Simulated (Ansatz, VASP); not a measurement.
**Si: VASP beside Ansatz**

The input INCAR:

```
ALGO = Normal ; EDIFF = 1E-7
ENCUT = 520 ; ISIF = 2
ISMEAR = 0 ; LASPH = T
LCHARG = F ; LREAL = F
LWAVE = F ; NBANDS = 36
NELM = 80 ; PREC = Accurate
SIGMA = 0.03
```

KPOINTS

```
k-points
0
Gamma
  8 8 2
```

POSCAR

```
Si
1.0
    1.8997799719     -5.3208857962      0.0000000000
    1.8997799719      5.3208857962      0.0000000000
    0.0000000000      0.0000000000     12.5712748169
Si
12
Direct
    0.7570646004      0.2429353996      0.9449782463
    0.2429353996      0.7570646004      0.0550217537
    0.7570646004      0.2429353996      0.5550217537
    0.2429353996      0.7570646004      0.4449782463
    0.4287050011      0.5712949989      0.1572270431
    0.5712949989      0.4287050011      0.8427729569
    0.4287050011      0.5712949989      0.3427729569
    0.5712949989      0.4287050011      0.6572270431
    0.9711043184      0.0288956816      0.9092784553
    0.0288956816      0.9711043184      0.0907215447
    0.9711043184      0.0288956816      0.5907215447
    0.0288956816      0.9711043184      0.4092784553
```

Input for Ansatz:

```yaml
crystal:
  lattice:
    - [1.8997799719, -5.3208857962, 0.0]
    - [1.8997799719, 5.3208857962, 0.0]
    - [0.0, 0.0, 12.5712748169]
  atoms:
    - { symbol: Si, position: [0.7570646004, 0.2429353996, 0.9449782463] }
    - { symbol: Si, position: [0.2429353996, 0.7570646004, 0.0550217537] }
    - { symbol: Si, position: [0.7570646004, 0.2429353996, 0.5550217537] }
    - { symbol: Si, position: [0.2429353996, 0.7570646004, 0.4449782463] }
    - { symbol: Si, position: [0.4287050011, 0.5712949989, 0.1572270431] }
    - { symbol: Si, position: [0.5712949989, 0.4287050011, 0.8427729569] }
    - { symbol: Si, position: [0.4287050011, 0.5712949989, 0.3427729569] }
    - { symbol: Si, position: [0.5712949989, 0.4287050011, 0.6572270431] }
    - { symbol: Si, position: [0.9711043184, 0.0288956816, 0.9092784553] }
    - { symbol: Si, position: [0.0288956816, 0.9711043184, 0.0907215447] }
    - { symbol: Si, position: [0.9711043184, 0.0288956816, 0.5907215447] }
    - { symbol: Si, position: [0.0288956816, 0.9711043184, 0.4092784553] }
basis:
  ecutwfc: 420
kpoints:
  mp_grid: { grid: [8, 8, 2] }
hamiltonian:
  xc: lda
scf:
  occupations: { method: gaussian, width: 0.03 }
output:
  forces: true
  stress: true
  eigenvalues: true
```

Alike in both runs: task single point; functional LDA; k mesh 8 × 8 × 2; occupations gaussian, width 0.03 eV; no spin polarisation.

|  | VASP | Ansatz |
| --- | --- | --- |
| version | VASP 6.6.1 | Ansatz 0.2.0 |
| potentials or method | VASP PAW LDA potentials, release 64 (Si), cutoff 520 eV | scalar-relativistic, plane waves, PAW |
| valence electrons in the cell | 48 | 48 |

Ansatz gave:

| Quantity | Value |
| --- | --- |
| gap on the k mesh at the Fermi level (eV) | 0.38 |
| least direct gap on the mesh (eV) | 0.47 |
| pressure (GPa) | 0.0 |

Question: Which values does VASP return?

Answer: gap on the k mesh at the Fermi level (eV): 0.37; least direct gap on the mesh (eV): 0.47; pressure (GPa): 0.0.

LDA's correlation is that of Perdew and Zunger in VASP and of Perdew and Wang (1992) in Ansatz.
